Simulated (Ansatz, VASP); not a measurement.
# In2B: VASP beside Ansatz

POSCAR

```
In2B
1.0
    0.0000000000      3.8119881224      3.8119881224
    3.8119881224      0.0000000000      3.8119881224
    3.8119881224      3.8119881224      0.0000000000
In B
4 2
Direct
    0.6250000000      0.6250000000      0.6250000000
    0.1250000000      0.6250000000      0.6250000000
    0.6250000000      0.6250000000      0.1250000000
    0.6250000000      0.1250000000      0.6250000000
    0.0000000000      0.0000000000      0.0000000000
    0.2500000000      0.2500000000      0.2500000000
```

Contents of INCAR.step1:

```
SYSTEM = In2B
PREC     = Accurate       ! precision mode
ENCUT    = 600            ! plane-wave cutoff, eV
ISMEAR   = 0              ! smearing method
SIGMA    = 0.1            ! smearing width, eV
LREAL    = .FALSE.        ! projectors in reciprocal space
LASPH    = .TRUE.         ! aspherical terms in the spheres
NELM     = 100            ! most SCF steps
GGA      = PE             ! functional
ALGO     = Normal         ! electronic algorithm
EDIFF    = 1E-4           ! SCF threshold, eV
LWAVE    = .TRUE.         ! write WAVECAR
LCHARG   = .FALSE.        ! write CHGCAR
```

INCAR.step2

```
SYSTEM = In2B
PREC     = Accurate       ! precision mode
ENCUT    = 600            ! plane-wave cutoff, eV
EDIFF    = 1E-6           ! SCF threshold, eV
ISMEAR   = 0              ! smearing method
SIGMA    = 0.1            ! smearing width, eV
LREAL    = .FALSE.        ! projectors in reciprocal space
LASPH    = .TRUE.         ! aspherical terms in the spheres
NELM     = 100            ! most SCF steps
ALGO     = Normal         ! electronic algorithm
ISIF     = 3              ! what is computed and relaxed
LWAVE    = .FALSE.        ! write WAVECAR
LCHARG   = .FALSE.        ! write CHGCAR
METAGGA  = R2SCAN         ! meta-GGA
LMIXTAU  = .TRUE.       
IBRION   = 2              ! ionic algorithm
NSW      = 90             ! ionic steps
EDIFFG   = -0.04          ! ionic threshold
ISTART   = 1
```

KPOINTS

```
regular mesh
0
G
  4 4 4
  0 0 0
```

Input for Ansatz:

```yaml
crystal:
  lattice:
    - [0.0, 3.8119881224, 3.8119881224]
    - [3.8119881224, 0.0, 3.8119881224]
    - [3.8119881224, 3.8119881224, 0.0]
  atoms:
    - { symbol: In, position: [0.625, 0.625, 0.625] }
    - { symbol: In, position: [0.125, 0.625, 0.625] }
    - { symbol: In, position: [0.625, 0.625, 0.125] }
    - { symbol: In, position: [0.625, 0.125, 0.625] }
    - { symbol: B, position: [0.0, 0.0, 0.0] }
    - { symbol: B, position: [0.25, 0.25, 0.25] }
basis:
  ecutwfc: 500
kpoints:
  mp_grid: { grid: [4, 4, 4] }
hamiltonian:
  xc: r2scan
scf:
  occupations: { method: gaussian, width: 0.1 }
  lower_state_search: "off"
output:
  forces: true
  stress: true
  eigenvalues: true
relax:
  adjacent_minimum: "off"
  f_tol: 0.04
  max_steps: 70
  cell: { stress_tol: 0.4 }
```

Alike in both runs: task relaxation of cell and atoms; functional r2SCAN; k mesh 4 × 4 × 4; occupations gaussian, width 0.1 eV; no spin polarisation.

```csv
,VASP,Ansatz
version,VASP 6.6.1,Ansatz 0.2.0
potentials or method,"VASP PAW PBE potentials, release 64 (In_d, B), cutoff 600 eV","scalar-relativistic, plane waves, PAW"
valence electrons in the cell,58,58
```

```tsv
	VASP	Ansatz	Ansatz less VASP
gap on the k mesh at the Fermi level, each at its own relaxed structure (eV)	none	none	-
relaxed volume (Å³/atom)	23.61	23.52	-0.091
relaxed length of the cell vector where the two differ most in proportion (Å)	5.852	5.844	-0.0075
```

VASP's potentials were made for PBE, not for r2SCAN. A gap of «none» marks a metal or a gap that the smearing closes.

Noted on VASP's run: the volume moved by over 15 % at a fixed basis, so the end points are rough.
